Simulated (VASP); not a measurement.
# Ti (Pm-3m) in VASP: single point with PBE

Aim: the single point of Ti with PBE.

All numbers are computed with VASP 6.6.1; they aren't measurements. Logs are shortened: lines on timing, memory, paths and dates and some standing lists are left out, and cuts for length are marked.

**1. The cell of the first run**

The structure is cubic, space group Pm-3m (No. 221). Conventional cell: a = 4.006 Å, b = 4.006 Å, c = 4.006 Å, α = 90.00°, β = 90.00°, γ = 90.00°. Within 5.3 Å of Ti (site symmetry m-3m) lie 6 Ti at 4.01 Å.

**2. Single point, PBE**

INCAR

```
SYSTEM = Ti
ALGO     = Normal         ! electronic algorithm
EDIFF    = 1E-6           ! SCF threshold, eV
ENCUT    = 520            ! plane-wave cutoff, eV
GGA      = PE             ! functional
ISIF     = 2              ! what is computed and relaxed
ISMEAR   = 1              ! smearing method
LASPH    = .True.         ! aspherical terms in the spheres
LCHARG   = .False.        ! write CHGCAR
LREAL    = .False.        ! projectors in reciprocal space
LWAVE    = .False.        ! write WAVECAR
NBANDS   = 12             ! bands
NELM     = 100            ! most SCF steps
PREC     = Accurate       ! precision mode
SIGMA    = 0.1            ! smearing width, eV
```

KPOINTS

```
k-points
0
Gamma
  6 6 6
  0 0 0
```

POSCAR

```
Ti
1.0
    4.0060000000      0.0000000000      0.0000000000
    0.0000000000      4.0060000000      0.0000000000
    0.0000000000      0.0000000000      4.0060000000
Ti
1
Direct
    0.0000000000      0.0000000000      0.0000000000
```

Potentials or basis: VASP PAW PBE potentials, release 64 (Ti_sv).

On the command line:

```
> cat potpaw_PBE.64/Ti_sv/POTCAR > POTCAR
> mpirun -np 1 vasp_std > vasp.out
```

OUTCAR:

```text
SYSTEM = Ti
   EDIFF = 1E-6
   ENCUT = 520
   GGA = PE
   ISIF = 2
   ISMEAR = 1
   LASPH = .True.
   LREAL = .False.
   NELM = 100
   PREC = Accurate

 ion  position               nearest neighbor table
   1  0.000  0.000  0.000-

  LATTYP: Found a simple cubic cell.
 ALAT       =     4.0060000000

  Lattice vectors:

 A1 = (   4.0060000000,   0.0000000000,   0.0000000000)
 A2 = (   0.0000000000,   4.0060000000,   0.0000000000)
 A3 = (   0.0000000000,   0.0000000000,   4.0060000000)

Analysis of symmetry for initial positions (statically):
=====================================================================
 Subroutine PRICEL returns:
 Original cell was already a primitive cell.

 Routine SETGRP: Setting up the symmetry group for a
 simple cubic supercell.

 Subroutine GETGRP returns: Found 48 space group operations
 (whereof 48 operations were pure point group operations)
 out of a pool of 48 trial point group operations.

The static configuration has the point symmetry O_h .

Analysis of symmetry for dynamics (positions and initial velocities):
=====================================================================
 Subroutine PRICEL returns:
 Original cell was already a primitive cell.

 Routine SETGRP: Setting up the symmetry group for a
 simple cubic supercell.

 Subroutine GETGRP returns: Found 48 space group operations
 (whereof 48 operations were pure point group operations)
 out of a pool of 48 trial point group operations.

The dynamic configuration has the point symmetry O_h .

 Subroutine INISYM returns: Found 48 space group operations
 (whereof 48 operations are pure point group operations),
 and found     1 'primitive' translations

----------------------------------------------------------------------------------------

                                     Primitive cell

  volume of cell :      64.2884

  direct lattice vectors                    reciprocal lattice vectors
     4.006000000  0.000000000  0.000000000     0.249625562  0.000000000  0.000000000
     0.000000000  4.006000000  0.000000000     0.000000000  0.249625562  0.000000000
     0.000000000  0.000000000  4.006000000     0.000000000  0.000000000  0.249625562

[... 78 lines left out ...]
   EDIFFG = 0.1E-04   stopping-criterion for IOM
   NSW    =      0    number of steps for IOM
   IBRION =     -1    ionic relax: 0-MD 1-quasi-New 2-CG
   NFREE  =      0    steps in history (QN), initial steepest desc. (CG)
   ISIF   =      2    stress and relaxation
   ISYM   =      2    0-nonsym 1-usesym 2-fastsym
   POTIM  = 0.5000    time-step for ionic-motion
   TEBEG  =    0.0;   TEEND  =   0.0 temperature during run
   PSTRESS=    0.0 pullay stress
   NELECT =      12.0000    total number of electrons
   NUPDOWN=      -1.0000    fix difference up-down
   EMIN   =  10.00;   EMAX   =-10.00  energy-range for DOS
   EFERMI =   0.00;   METHOD = LEGACY
   ISMEAR =     1;   SIGMA  =   0.10  broadening in eV -4-tet -1-fermi 0-gaus
   EFERMI_NEDOS =   21; number of points for ismear=-14 and -15
   IALGO  =     38    algorithm
   IMIX   =      4    mixing-type and parameters
     AMIX     =   0.40;   BMIX     =  1.00
     AMIX_MAG =   1.60;   BMIX_MAG =  1.00
  volume/ion in A,a.u.               =      64.29       433.84
  Fermi-wavevector in a.u.,A,eV,Ry     =   0.935602  1.768031 11.909865  0.875350
  Thomas-Fermi vector in A             =   2.062526
   LORBIT       =      0    0 simple, 1 ext, 2 COOP (PROOUT), +10 PAW based schemes
   GGA     = PE    functional components
   LHFCALC =     F    Hartree Fock is set to
   AEXX    =    0.0000 exact exchange contribution
   IVDW    =     0    specifies the selected vdW correction
   LEPSILON=     F    determine dielectric tensor
   LRPA    =     F    only Hartree local field effects (RPA)
 non-spin polarized calculation
 Methfessel and Paxton  Order N= 1 SIGMA  =   0.10
  energy-cutoff  :      520.00
  volume of cell :       64.29
 maximum number of plane-waves:      1755
 NGX is ok and might be reduce to    30
   NGX = 15   NGY = 15   NGZ = 15

 number of electron      11.9999994 magnetization

 Free energy of the ion-electron system (eV)
  ---------------------------------------------------
  ext. energy  EPLUGINS =         0.00000000
  ---------------------------------------------------
  free energy    TOTEN  =        -3.55552242 eV

  energy without entropy =       -3.55092706  energy(sigma->0) =       -3.55399063

 E-fermi :  -0.0210     XC(G=0):  -6.4748

 val. band max:       -0.0214102355   @ k =   0.3333   0.3333   0.1667
 cond. band min:      -0.0024703857   @ k =   0.5000   0.1667   0.1667
 fundamental gap:      0.0189398498
 Fermi energy:        -0.0210139171

 k-point     1 :       0.0000    0.0000    0.0000
  band No.  band energies     occupation
      1     -57.9142      2.00000
      2     -34.1541      2.00000
      3     -34.1541      2.00000
      4     -34.1541      2.00000
      5      -2.8397      2.00000
      6      -0.2826      2.00136
      7      -0.2826      2.00136
      8       0.7374     -0.00000
      9       0.7374     -0.00000
     10       0.7374     -0.00000
     11       6.4879      0.00000
     12       6.4879      0.00000
[... 271 lines left out ...]
 k-point    20 :       0.5000    0.5000    0.5000
  band No.  band energies     occupation
      1     -57.9129      2.00000
      2     -34.1620      2.00000
      3     -34.1620      2.00000
      4     -34.1620      2.00000
      5      -0.0448      1.39062
      6      -0.0448      1.39061
      7      -0.0448      1.39049
      8       0.8681     -0.00000
      9       0.8681     -0.00000
     10       3.4598      0.00000
     11       3.4598      0.00000
     12       3.4598      0.00000

------------------------ aborting loop because EDIFF is reached ----------------------------------------

  FORCE on cell =-STRESS in cart. coord.  units (eV):
  Direction    XX          YY          ZZ          XY          YZ          ZX
  --------------------------------------------------------------------------------------
  -------------------------------------------------------------------------------------
  Total       -3.1705699     -3.1705699     -3.1705699     -0.0000000      0.0000000     -0.0000000
  in kB      -79.0160080    -79.0160080    -79.0160080     -0.0000000      0.0000000     -0.0000000
  external PRESSURE =     -79.0160080 kB  Pullay stress =       0.0000000 kB

 VOLUME and BASIS-vectors are now :
 -----------------------------------------------------------------------------
  energy-cutoff  :      520.00
  volume of cell :       64.29
      direct lattice vectors                 reciprocal lattice vectors
     4.006000000  0.000000000  0.000000000     0.249625562  0.000000000  0.000000000
     0.000000000  4.006000000  0.000000000     0.000000000  0.249625562  0.000000000
     0.000000000  0.000000000  4.006000000     0.000000000  0.000000000  0.249625562

 POSITION                                       TOTAL-FORCE (eV/Angst)
 -----------------------------------------------------------------------------------
      0.00000      0.00000      0.00000         0.000000      0.000000      0.000000
 -----------------------------------------------------------------------------------
    total drift:                                0.000000      0.000000     -0.000000

  FREE ENERGIE OF THE ION-ELECTRON SYSTEM (eV)
  ---------------------------------------------------
  free  energy   TOTEN  =        -3.5555224227 eV

  energy  without entropy=       -3.5509270572  energy(sigma->0) =       -3.55399063
```

OSZICAR:

```text
N       E                     dE             d eps       ncg     rms          rms(c)
DAV:   1     0.740627135586E+02    0.74063E+02   -0.59815E+03   488   0.904E+02
DAV:   2     0.507493576310E+00   -0.73555E+02   -0.72132E+02   504   0.243E+02
DAV:   3    -0.493967466077E+01   -0.54472E+01   -0.53021E+01   840   0.640E+01
DAV:   4    -0.506760363772E+01   -0.12793E+00   -0.12722E+00   544   0.825E+00
DAV:   5    -0.507230996017E+01   -0.47063E-02   -0.47042E-02   720   0.140E+00    0.666E+00
DAV:   6    -0.414854064746E+01    0.92377E+00   -0.22356E+01   500   0.276E+01    0.570E+00
DAV:   7    -0.354316259682E+01    0.60538E+00   -0.22367E+00   544   0.151E+01    0.119E+00
DAV:   8    -0.355905225510E+01   -0.15890E-01   -0.13883E-01   556   0.203E+00    0.876E-01
DAV:   9    -0.355450083684E+01    0.45514E-02   -0.23601E-02   536   0.161E+00    0.269E-01
DAV:  10    -0.355552802937E+01   -0.10272E-02   -0.10679E-03   544   0.242E-01    0.130E-01
DAV:  11    -0.355551739672E+01    0.10633E-04   -0.91960E-04   532   0.175E-01    0.264E-02
DAV:  12    -0.355552176838E+01   -0.43717E-05   -0.35051E-05   584   0.407E-02    0.530E-03
DAV:  13    -0.355552242271E+01   -0.65433E-06   -0.27238E-06   616   0.112E-02
   1 F= -.35555224E+01 E0= -.35539906E+01  d E =-.459537E-02
```

stdout:

```text
POSCAR found type information on POSCAR Ti
 POSCAR found :  1 types and       1 ions
 scaLAPACK will be used
 LDA part: xc-table for (Slater+PW92), standard interpolation
 POSCAR, INCAR and KPOINTS ok, starting setup
 FFT: planning ... GRIDC
 FFT: planning ... GRID_SOFT
 FFT: planning ... GRID
 WAVECAR not read
 entering main loop
```

It took 11 s on 1 thread of Intel Xeon 6975P-C (Granite Rapids), shared host; peak memory 0.16 GiB.

What came out:

| Property | Result |
| --- | --- |
| Free energy | -3.5555 eV |
| Pressure | -7.9 GPa |
| Band gap on the k mesh | zero (band 6 reaches 0.15 eV, above the bottom of band 7 at -0.28 eV) |

Levels at points of the mesh, in eV from the Fermi level:
| k point | band 3 | band 4 | band 5 | band 6 | band 7 | band 8 | band 9 | band 10 |
| --- | --- | --- | --- | --- | --- | --- | --- | --- |
| (0.00, 0.00, 0.00) | -34.13 | -34.13 | -2.82 | -0.26 | -0.26 | 0.76 | 0.76 | 0.76 |
| (0.50, 0.00, 0.00) | -34.13 | -34.13 | -1.27 | -0.15 | 0.17 | 0.48 | 0.48 | 0.78 |
| (0.50, 0.50, 0.00) | -34.14 | -34.13 | -0.32 | -0.25 | 0.53 | 0.53 | 0.87 | 1.84 |
| (0.50, 0.50, 0.50) | -34.14 | -34.14 | -0.02 | -0.02 | -0.02 | 0.89 | 0.89 | 3.48 |
